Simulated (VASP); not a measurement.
# CsSnBr3 (Pm-3m) in VASP: notebook

CsSnBr3 is run at these levels: PBEsol, r2SCAN; tasks: single point.

Everything below comes from runs of VASP 6.6.1. Logs are shortened: lines on timing, memory, paths and dates and some standing lists are left out, and cuts for length are marked.

## 1. The cell of the first run

It takes space group Pm-3m (No. 221, cubic). Conventional cell: a = 5.750 Å, b = 5.750 Å, c = 5.750 Å, α = 90.00°, β = 90.00°, γ = 90.00°. Cs (site symmetry m-3m) has 12 Br at 4.07 Å and 8 Sn at 4.98 Å within 5.3 Å. Sn (site symmetry m-3m) has 6 Br at 2.88 Å within 3.8 Å. Within 3.8 Å of Br (site symmetry 4/mmm) lie 2 Sn at 2.88 Å.

## 2. Single point, PBEsol

INCAR reads:

```
PREC = Accurate ; ENCUT = 500
EDIFF = 1E-6 ; ISMEAR = -1
SIGMA = 0.05 ; LREAL = False
LASPH = True ; NELM = 120
ALGO = Normal ; ISIF = 2
LWAVE = False ; LCHARG = True
GGA = PS ; LELF = True
LVHAR = True ; NBANDS = 30
GGA_COMPAT = False
```

KPOINTS reads:

```
regular mesh
0
Gamma
  4 4 4
```

POSCAR reads:

```
CsSnBr3
1.0
    5.7500000000      0.0000000000      0.0000000000
    0.0000000000      5.7500000000      0.0000000000
    0.0000000000      0.0000000000      5.7500000000
Cs Sn Br
1 1 3
Direct
    0.0000000000      0.0000000000      0.0000000000
    0.5000000000      0.5000000000      0.5000000000
    0.5000000000      0.5000000000      0.0000000000
    0.0000000000      0.5000000000      0.5000000000
    0.5000000000      0.0000000000      0.5000000000
```

Potentials or basis: VASP PAW PBE potentials, release 64 (Cs_sv, Sn_d, Br).

Launch:

```console
$ cat potpaw_PBE.64/Cs_sv/POTCAR potpaw_PBE.64/Sn_d/POTCAR potpaw_PBE.64/Br/POTCAR > POTCAR
$ mpirun -np 1 vasp_std > vasp.out
```

OUTCAR:

```text
PREC = Accurate
   ENCUT = 500
   EDIFF = 1E-6
   ISMEAR = -1
   LREAL = False
   LASPH = True
   NELM = 120
   ISIF = 2
   GGA = PS

 ion  position               nearest neighbor table
   1  0.000  0.000  0.000-
   2  0.500  0.500  0.500-   3 2.88   4 2.88   5 2.88   3 2.88   5 2.88   4 2.88
   3  0.500  0.500  0.000-   2 2.88   2 2.88
   4  0.000  0.500  0.500-   2 2.88   2 2.88
   5  0.500  0.000  0.500-   2 2.88   2 2.88

  LATTYP: Found a simple cubic cell.
 ALAT       =     5.7500000000

  Lattice vectors:

 A1 = (   5.7500000000,   0.0000000000,   0.0000000000)
 A2 = (   0.0000000000,   5.7500000000,   0.0000000000)
 A3 = (   0.0000000000,   0.0000000000,   5.7500000000)

Analysis of symmetry for initial positions (statically):
=====================================================================
 Subroutine PRICEL returns:
 Original cell was already a primitive cell.

 Routine SETGRP: Setting up the symmetry group for a
 simple cubic supercell.

 Subroutine GETGRP returns: Found 48 space group operations
 (whereof 48 operations were pure point group operations)
 out of a pool of 48 trial point group operations.

The static configuration has the point symmetry O_h .

Analysis of symmetry for dynamics (positions and initial velocities):
=====================================================================
 Subroutine PRICEL returns:
 Original cell was already a primitive cell.

 Routine SETGRP: Setting up the symmetry group for a
 simple cubic supercell.

 Subroutine GETGRP returns: Found 48 space group operations
 (whereof 48 operations were pure point group operations)
 out of a pool of 48 trial point group operations.

The dynamic configuration has the point symmetry O_h .

 Subroutine INISYM returns: Found 48 space group operations
 (whereof 48 operations are pure point group operations),
 and found     1 'primitive' translations

----------------------------------------------------------------------------------------

                                     Primitive cell

  volume of cell :     190.1094

  direct lattice vectors                    reciprocal lattice vectors
     5.750000000  0.000000000  0.000000000     0.173913043  0.000000000  0.000000000
     0.000000000  5.750000000  0.000000000     0.000000000  0.173913043  0.000000000
     0.000000000  0.000000000  5.750000000     0.000000000  0.000000000  0.173913043

  length of vectors
     5.750000000  5.750000000  5.750000000     0.173913043  0.173913043  0.173913043

  position of ions in fractional coordinates (direct lattice)
     0.000000000  0.000000000  0.000000000
     0.500000000  0.500000000  0.500000000
     0.500000000  0.500000000  0.000000000
     0.000000000  0.500000000  0.500000000
     0.500000000  0.000000000  0.500000000

  ion indices of the primitive-cell ions
   primitive index   ion index
                 1           1
                 2           2
                 3           3
                 4           4
                 5           5

----------------------------------------------------------------------------------------

 KPOINTS: regular mesh

Automatic generation of k-mesh.
 Grid dimensions read from file:
 generate k-points for:    4    4    4

 Generating k-lattice:

  Cartesian coordinates                     Fractional coordinates (reciprocal lattice)
     0.043478261  0.000000000  0.000000000     0.250000000  0.000000000  0.000000000
     0.000000000  0.043478261  0.000000000     0.000000000  0.250000000  0.000000000
     0.000000000  0.000000000  0.043478261     0.000000000  0.000000000  0.250000000

  Length of vectors
     0.043478261  0.043478261  0.043478261

  Shift w.r.t. Gamma in fractional coordinates (k-lattice)
     0.000000000  0.000000000  0.000000000

 Subroutine IBZKPT returns following result:
 ===========================================

 Found     10 irreducible k-points:

 Following reciprocal coordinates:
            Coordinates               Weight
  0.000000  0.000000  0.000000      1.000000
  0.250000  0.000000  0.000000      6.000000
  0.500000  0.000000  0.000000      3.000000
  0.250000  0.250000  0.000000     12.000000
  0.500000  0.250000  0.000000     12.000000
  0.500000  0.500000  0.000000      3.000000
  0.250000  0.250000  0.250000      8.000000
  0.500000  0.250000  0.250000     12.000000
  0.500000  0.500000  0.250000      6.000000
  0.500000  0.500000  0.500000      1.000000
   k-points           NKPTS =     10   k-points in BZ     NKDIM =     10   number of bands    NBANDS=     30
   number of dos      NEDOS =    301   number of ions     NIONS =      5
   total plane-waves  NPLWV =  74088
   dimension x,y,z NGX =    42 NGY =   42 NGZ =   42
   dimension x,y,z NGXF=    84 NGYF=   84 NGZF=   84
   ions per type =               1   1   3
   NGX,Y,Z   is equivalent  to a cutoff of  12.14, 12.14, 12.14 a.u.
   NGXF,Y,Z  is equivalent  to a cutoff of  24.29, 24.29, 24.29 a.u.
 SYSTEM =  unknown system
   PREC   = accura    normal or accurate (medium, high low for compatibility)
   ISTART =      0    job   : 0-new  1-cont  2-samecut
   ICHARG =      2    charge: 1-file 2-atom 10-const
   ISPIN  =      1    spin polarized calculation?
   LNONCOLLINEAR =      F non collinear calculations
   LSORBIT =      F    spin-orbit coupling
   LASPH  =      T    aspherical Exc in radial PAW
   ENCUT  =  500.0 eV  36.75 Ry    6.06 a.u.  10.48 10.48 10.48*2*pi/ulx,y,z
   NELM   =    120;   NELMIN=  2; NELMDL= -5     # of ELM steps
   EDIFF  = 0.1E-05   stopping-criterion for ELM
   LREAL  =      F    real-space projection
[... 7 lines left out ...]
   TEBEG  =    0.0;   TEEND  =   0.0 temperature during run
   PSTRESS=    0.0 pullay stress
   NELECT =      44.0000    total number of electrons
   NUPDOWN=      -1.0000    fix difference up-down
   EMIN   =  10.00;   EMAX   =-10.00  energy-range for DOS
   EFERMI =   0.00;   METHOD = LEGACY
   ISMEAR =    -1;   SIGMA  =   0.05  broadening in eV -4-tet -1-fermi 0-gaus
   EFERMI_NEDOS =   21; number of points for ismear=-14 and -15
   IALGO  =     38    algorithm
   IMIX   =      4    mixing-type and parameters
     AMIX     =   0.40;   BMIX     =  1.00
     AMIX_MAG =   1.60;   BMIX_MAG =  1.00
  volume/ion in A,a.u.               =      38.02       256.58
  Fermi-wavevector in a.u.,A,eV,Ry     =   1.005135  1.899430 13.745926  1.010297
  Thomas-Fermi vector in A             =   2.137796
   LORBIT       =      0    0 simple, 1 ext, 2 COOP (PROOUT), +10 PAW based schemes
   GGA     = PS    functional components
   LHFCALC =     F    Hartree Fock is set to
   AEXX    =    0.0000 exact exchange contribution
   IVDW    =     0    specifies the selected vdW correction
   LEPSILON=     F    determine dielectric tensor
   LRPA    =     F    only Hartree local field effects (RPA)
 non-spin polarized calculation
  energy-cutoff  :      500.00
  volume of cell :      190.11
 maximum number of plane-waves:      4842
 NGX is ok and might be reduce to    42
   NGX = 21   NGY = 21   NGZ = 21

 number of electron      43.9999999 magnetization

 Free energy of the ion-electron system (eV)
  ---------------------------------------------------
  ext. energy  EPLUGINS =         0.00000000
  ---------------------------------------------------
  free energy    TOTEN  =       -16.74583829 eV

  energy without entropy =      -16.74343112  energy(sigma->0) =      -16.74463470

 E-fermi :   2.7090     XC(G=0):  -8.0381

 val. band max:        2.6616184577   @ k =   0.5000   0.5000   0.5000
 cond. band min:       2.8234149353   @ k =   0.5000   0.5000   0.5000
 fundamental gap:      0.1617964776
 Fermi energy:         2.7090358444

 k-point     1 :       0.0000    0.0000    0.0000
  band No.  band energies     occupation
      1     -19.8324      2.00000
      2     -19.6499      2.00000
      3     -19.6499      2.00000
      4     -19.6107      2.00000
      5     -19.6107      2.00000
      6     -19.6107      2.00000
[... 22 lines left out ...]
     29       7.5805      0.00000
     30       7.5805      0.00000

 k-point     2 :       0.2500    0.0000    0.0000
  band No.  band energies     occupation
      1     -19.8316      2.00000
      2     -19.6499      2.00000
      3     -19.6458      2.00000
      4     -19.6109      2.00000
      5     -19.6109      2.00000
      6     -19.6107      2.00000
[... 22 lines left out ...]
     29       6.5729      0.00000
     30       7.5102      0.00000

 k-point     3 :       0.5000    0.0000    0.0000
  band No.  band energies     occupation
      1     -19.8308      2.00000
      2     -19.6499      2.00000
      3     -19.6416      2.00000
      4     -19.6110      2.00000
      5     -19.6110      2.00000
      6     -19.6107      2.00000
[... 22 lines left out ...]
     29       6.8968      0.00000
     30       7.3707      0.00000

 k-point     4 :       0.2500    0.2500    0.0000
  band No.  band energies     occupation
      1     -19.8309      2.00000
      2     -19.6478      2.00000
      3     -19.6437      2.00000
      4     -19.6110      2.00000
      5     -19.6109      2.00000
      6     -19.6109      2.00000
[... 22 lines left out ...]
     29       6.8495      0.00000
     30       7.3715      0.00000

 k-point     5 :       0.5000    0.2500    0.0000
  band No.  band energies     occupation
      1     -19.8301      2.00000
      2     -19.6473      2.00000
      3     -19.6401      2.00000
      4     -19.6111      2.00000
      5     -19.6110      2.00000
      6     -19.6109      2.00000
[... 22 lines left out ...]
     29       7.2400      0.00000
     30       7.6083      0.00000

 k-point     6 :       0.5000    0.5000    0.0000
  band No.  band energies     occupation
      1     -19.8295      2.00000
      2     -19.6458      2.00000
      3     -19.6374      2.00000
      4     -19.6112      2.00000
      5     -19.6110      2.00000
      6     -19.6110      2.00000
[... 22 lines left out ...]
     29       7.6899      0.00000
     30       7.6926      0.00000

 k-point     7 :       0.2500    0.2500    0.2500
  band No.  band energies     occupation
      1     -19.8302      2.00000
      2     -19.6437      2.00000
      3     -19.6437      2.00000
      4     -19.6110      2.00000
      5     -19.6110      2.00000
      6     -19.6110      2.00000
[... 22 lines left out ...]
     29       7.4922      0.00000
     30       7.4922      0.00000

 k-point     8 :       0.5000    0.2500    0.2500
  band No.  band energies     occupation
      1     -19.8295      2.00000
      2     -19.6437      2.00000
      3     -19.6395      2.00000
      4     -19.6112      2.00000
      5     -19.6111      2.00000
      6     -19.6110      2.00000
[... 22 lines left out ...]
     29       7.2998      0.00000
     30       7.3250      0.00000

 k-point     9 :       0.5000    0.5000    0.2500
  band No.  band energies     occupation
      1     -19.8288      2.00000
      2     -19.6416      2.00000
      3     -19.6374      2.00000
      4     -19.6113      2.00000
      5     -19.6112      2.00000
      6     -19.6112      2.00000
[... 22 lines left out ...]
     29       6.9537      0.00000
     30       7.5526      0.00000

 k-point    10 :       0.5000    0.5000    0.5000
  band No.  band energies     occupation
      1     -19.8282      2.00000
      2     -19.6374      2.00000
      3     -19.6374      2.00000
      4     -19.6113      2.00000
      5     -19.6113      2.00000
      6     -19.6113      2.00000
[... 22 lines left out ...]
     29       6.6569      0.00000
     30       8.0202      0.00000

------------------------ aborting loop because EDIFF is reached ----------------------------------------

  FORCE on cell =-STRESS in cart. coord.  units (eV):
  Direction    XX          YY          ZZ          XY          YZ          ZX
  --------------------------------------------------------------------------------------
  -------------------------------------------------------------------------------------
  Total        0.4187877      0.4187877      0.4187877     -0.0000000     -0.0000000      0.0000000
  in kB        3.5294003      3.5294003      3.5294003     -0.0000000     -0.0000000      0.0000000
  external PRESSURE =       3.5294003 kB  Pullay stress =       0.0000000 kB

 VOLUME and BASIS-vectors are now :
 -----------------------------------------------------------------------------
  energy-cutoff  :      500.00
  volume of cell :      190.11
      direct lattice vectors                 reciprocal lattice vectors
     5.750000000  0.000000000  0.000000000     0.173913043  0.000000000  0.000000000
     0.000000000  5.750000000  0.000000000     0.000000000  0.173913043  0.000000000
     0.000000000  0.000000000  5.750000000     0.000000000  0.000000000  0.173913043

 POSITION                                       TOTAL-FORCE (eV/Angst)
 -----------------------------------------------------------------------------------
      0.00000      0.00000      0.00000         0.000000      0.000000      0.000000
      2.87500      2.87500      2.87500         0.000000      0.000000      0.000000
      2.87500      2.87500      0.00000         0.000000      0.000000      0.000000
      0.00000      2.87500      2.87500         0.000000      0.000000      0.000000
      2.87500      0.00000      2.87500         0.000000      0.000000      0.000000
 -----------------------------------------------------------------------------------
    total drift:                                0.000000     -0.000000     -0.000000

  FREE ENERGIE OF THE ION-ELECTRON SYSTEM (eV)
  ---------------------------------------------------
  free  energy   TOTEN  =       -16.7458382894 eV

  energy  without entropy=      -16.7434311159  energy(sigma->0) =      -16.74463470
```

Wall time 44 s (1 thread of Intel Xeon Platinum 8259CL at 2.50GHz (Skylake/Cascade Lake), shared host); peak memory 0.27 GiB.

Results:

```yaml
Free_energy: -16.7458 eV
Pressure: 0.4 GPa
Band_gap_on_the_k_mesh: 0.16 eV
```

Levels at points of the mesh, in eV from the valence-band top:
```tsv
k point	band 20	band 21	band 22	band 23	band 24	band 25
(0.00, 0.00, 0.00)	-3.22	-3.22	-3.22	1.83	2.83	2.83
(0.50, 0.00, 0.00)	-3.36	-3.36	-2.18	1.26	3.35	3.94
(0.50, 0.50, 0.00)	-3.65	-2.84	-1.07	0.75	0.75	3.77
(0.50, 0.50, 0.50)	-2.82	-2.82	0.00	0.16	0.16	0.16
```

Caveat: the PAW data sets were made with another functional, which shifts forces and pressure a little; spin-orbit coupling is left out, which moves the levels of the heavy elements.

## 3. Single point, r2SCAN

POSCAR is that of step 2.

INCAR.step1 reads:

```
PREC = Accurate ; ENCUT = 550
ISMEAR = -1 ; SIGMA = 0.05
LREAL = F ; LASPH = T
NELM = 120 ; NBANDS = 30
GGA = PE ; ALGO = Normal
EDIFF = 1E-5 ; LWAVE = T
LCHARG = F ; GGA_COMPAT = F
```

INCAR.step2 reads:

```
PREC = Accurate ; ENCUT = 550
EDIFF = 1E-6 ; ISMEAR = -1
SIGMA = 0.05 ; LREAL = F
LASPH = T ; NELM = 120
ALGO = Normal ; ISIF = 2
LWAVE = F ; LCHARG = T
METAGGA = R2SCAN ; LMIXTAU = T
LELF = T ; LVHAR = T
NBANDS = 30 ; ISTART = 1
GGA_COMPAT = F
```

KPOINTS reads:

```
Automatic mesh
0
Gamma
  4 4 4
```

Potentials or basis: VASP PAW PBE potentials, release 64 (Cs_sv, Sn_d, Br).

Launch:

```console
$ cat potpaw_PBE.64/Cs_sv/POTCAR potpaw_PBE.64/Sn_d/POTCAR potpaw_PBE.64/Br/POTCAR > POTCAR
$ cp INCAR.step1 INCAR
$ mpirun -np 1 vasp_std > vasp.out
$ cp INCAR.step2 INCAR
$ mpirun -np 1 vasp_std > vasp.out
```

Wall time 3 min (1 thread of Intel Xeon Platinum 8259CL at 2.50GHz (Skylake/Cascade Lake), shared host); peak memory 0.39 GiB.

Results (log left out):

```yaml
Free_energy: -96.2443 eV
Pressure: 1.2 GPa
Band_gap_on_the_k_mesh: 0.41 eV
```

Levels at points of the mesh, in eV from the valence-band top:
```tsv
k point	band 20	band 21	band 22	band 23	band 24	band 25
(0.00, 0.00, 0.00)	-3.57	-3.57	-3.57	2.28	3.09	3.09
(0.50, 0.00, 0.00)	-3.71	-3.71	-2.36	1.47	3.74	4.24
(0.50, 0.50, 0.00)	-4.01	-3.19	-1.15	0.98	0.98	4.08
(0.50, 0.50, 0.50)	-3.18	-3.18	0.00	0.41	0.41	0.41
```

Caveat: the PAW data sets were made with another functional, which shifts forces and pressure a little; spin-orbit coupling is left out, which moves the levels of the heavy elements.
